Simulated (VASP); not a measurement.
A run of VASP 6.6.1 is set up as follows.

Contents of INCAR:

```
ALGO = Normal ; EDIFF = 1E-6
ENCUT = 520 ; GGA = PS
ISIF = 2 ; ISMEAR = 0
LASPH = T ; LCHARG = T
LELF = T ; LREAL = Auto
LVHAR = T ; LWAVE = F
NBANDS = 159 ; NELECT = 278.0
NELM = 60 ; PREC = Accurate
SIGMA = 0.02
```

KPOINTS

```
Automatic mesh
0
Gamma
  2 2 2
  0.5 0.5 0.5
```

POSCAR

```
Zn15S16
1.0
    5.3560909598      5.3560909598     -5.3560909598
   -5.3560909598     -5.3560909598     -5.3560909598
   -5.3560909598      5.3560909598      5.3560909598
Zn S
15 16
Direct
    0.3190544210     -0.1809455828      0.7500017326
    0.7498442484      0.5113567937      0.7499998656
    0.7441034011     -0.0106792436      0.2356051287
   -0.0007171275      0.9877875562     -0.0143940797
    0.2459792991      0.7459793028      0.0117441060
    0.4877875525      0.4992828763     -0.0143940797
    0.7610438341      0.2610438304      0.0029261079
    0.0113567900      0.2498442446      0.7499998656
    0.5081174910      0.0081174872      0.4970736158
    0.7636769111      0.7521814006      0.5143936167
    0.0037152095      0.7584981343      0.2643948750
    0.2584981305      0.5037152132      0.2643948750
    0.4893207602      0.2441034907      0.2356052221
   -0.0157640153      0.4842359884      0.4882561778
    0.2521813969      0.2636769074      0.5143936167
    0.2517347092     -0.0127824566     -0.0147491894
    0.4872174538      0.7517347129     -0.0147492827
    0.7544556338      0.5119450025      0.0059703990
    0.7559744654     -0.0015148174      0.4940294181
    0.0060475075      0.0060475075      0.2499998618
    0.2516701098      0.7516701136      0.2600154685
    0.5060475112      0.5060475112      0.2499998618
    0.7416550671      0.2416550633      0.2399846286
    0.0119449054      0.2544556301      0.0059703056
    0.5253678515      0.0253677544      0.7499999590
    0.7397968089      0.7524917949      0.7499998656
    0.0164840367      0.7519672519      0.5147494732
    0.2519671548      0.5164839471      0.5147494732
    0.4984851863      0.2559744617      0.4940294181
   -0.0045385712      0.4954614326      0.7499998656
    0.2524917911      0.2397968051      0.7499998656
```

Potentials or basis: VASP PAW PBE potentials, release 64 (Zn, S).

The run is started by

```bash
$ cat potpaw_PBE.64/Zn/POTCAR potpaw_PBE.64/S/POTCAR > POTCAR
$ mpirun -np 1 vasp_std > vasp.out
```

Task: What does it give for the largest force?

Result: 0.038 eV/Å.

Forces in eV/Å, atoms in the order of the input:
```
Zn   0.000  0.000 -0.004
Zn  -0.009 -0.009  0.012
Zn  -0.008 -0.006  0.003
Zn  -0.006  0.010 -0.017
Zn   0.010 -0.010 -0.025
Zn  -0.010  0.006 -0.017
Zn   0.012 -0.012 -0.003
Zn   0.009  0.009  0.012
Zn  -0.012  0.012 -0.003
Zn   0.010 -0.006 -0.017
Zn   0.008  0.006  0.003
Zn  -0.006 -0.008  0.003
Zn   0.006  0.008  0.003
Zn  -0.010  0.010 -0.025
Zn   0.006 -0.010 -0.017
S    0.008 -0.015  0.000
S    0.015 -0.008  0.000
S   -0.009 -0.016 -0.002
S    0.009  0.016 -0.002
S    0.000  0.000 -0.011
S   -0.003  0.003  0.033
S    0.000  0.000 -0.011
S    0.003 -0.003  0.033
S    0.016  0.009 -0.002
S    0.000  0.000  0.009
S   -0.017 -0.017  0.030
S   -0.015  0.008  0.000
S   -0.008  0.015  0.000
S   -0.016 -0.009 -0.002
S    0.000  0.000 -0.009
S    0.017  0.017  0.030
```

Caveat: the cell carries a net charge on a neutralising background, which shifts energy and pressure; the PAW data sets were made with another functional, which shifts forces and pressure a little.
